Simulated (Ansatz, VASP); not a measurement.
## One calculation of Na4H, two programs

Contents of INCAR:

```
PREC = Accurate
ENCUT = 400
EDIFF = 1E-6
ISMEAR = 0
SIGMA = 0.1
LREAL = False
LASPH = True
NELM = 120
ALGO = Normal
ISIF = 2
LWAVE = False
LCHARG = False
LDIPOL = True
IDIPOL = 3
DIPOL = 0.5 0.5 0.289
GGA = PE
NBANDS = 40
GGA_COMPAT = False
NELMDL = -8
```

File KPOINTS:

```
Automatic mesh
0
Gamma
  4 4 1
```

The input POSCAR:

```
Na4H
1.0
    7.2665054626      0.0000000000      0.0000000000
   -2.4221684875      6.8509270508      0.0000000000
    0.0000000000      0.0000000000     20.9665384335
Na H
8 2
Direct
    0.2500000000      0.2500000000      0.1907801811
    0.2500000000      0.7500000000      0.1907801811
    0.7500000000      0.2500000000      0.1907801811
    0.7500000000      0.7500000000      0.1907801811
    0.0000000000      0.0000000000      0.3322693660
    0.0000000000      0.5000000000      0.3322693660
    0.5000000000      0.0000000000      0.3322693660
    0.5000000000      0.5000000000      0.3322693660
    0.1034313189      0.3333333333      0.3995193799
    0.2299020144      0.3333333333      0.3995193799
```

Input for Ansatz:

```yaml
crystal:
  lattice:
    - [7.2665054626, 0.0, 0.0]
    - [-2.4221684875, 6.8509270508, 0.0]
    - [0.0, 0.0, 20.9665384335]
  atoms:
    - { symbol: Na, position: [0.25, 0.25, 0.1907801811] }
    - { symbol: Na, position: [0.25, 0.75, 0.1907801811] }
    - { symbol: Na, position: [0.75, 0.25, 0.1907801811] }
    - { symbol: Na, position: [0.75, 0.75, 0.1907801811] }
    - { symbol: Na, position: [0.0, 0.0, 0.332269366] }
    - { symbol: Na, position: [0.0, 0.5, 0.332269366] }
    - { symbol: Na, position: [0.5, 0.0, 0.332269366] }
    - { symbol: Na, position: [0.5, 0.5, 0.332269366] }
    - { symbol: H, position: [0.1034313189, 0.3333333333, 0.3995193799] }
    - { symbol: H, position: [0.2299020144, 0.3333333333, 0.3995193799] }
basis:
  ecutwfc: 420
kpoints:
  mp_grid: { grid: [4, 4, 1] }
hamiltonian:
  xc: pbe
scf:
  occupations: { method: gaussian, width: 0.1 }
output:
  forces: true
  eigenvalues: true
efield:
  axis: 3
  dipole_correction: true
  ramp_width: 0.04
```

Alike in both runs: task single point; functional PBE; k mesh 4 × 4 × 1; occupations gaussian, width 0.1 eV; no spin polarisation.

```csv
,VASP,Ansatz
version,VASP 6.6.1,Ansatz 0.2.0
potentials or method,"VASP PAW PBE potentials, release 64 (Na_pv, H), cutoff 400 eV","scalar-relativistic, plane waves, PAW"
valence electrons in the cell,58,74
```

|  | VASP | Ansatz | Ansatz less VASP |
| --- | --- | --- | --- |
| gap on the k mesh at the Fermi level (eV) | none | none | - |
| rms of the force components (eV/Å) | 0.631 | 0.641 | +0.0097 |

Atom by atom the forces differ by 0.010 eV/Å (rms over components). A gap of «none» marks a metal or a gap that the smearing closes. VASP's potentials hold 58 valence electrons a cell and Ansatz's 74, so a difference there can come from the potentials and not from the codes.
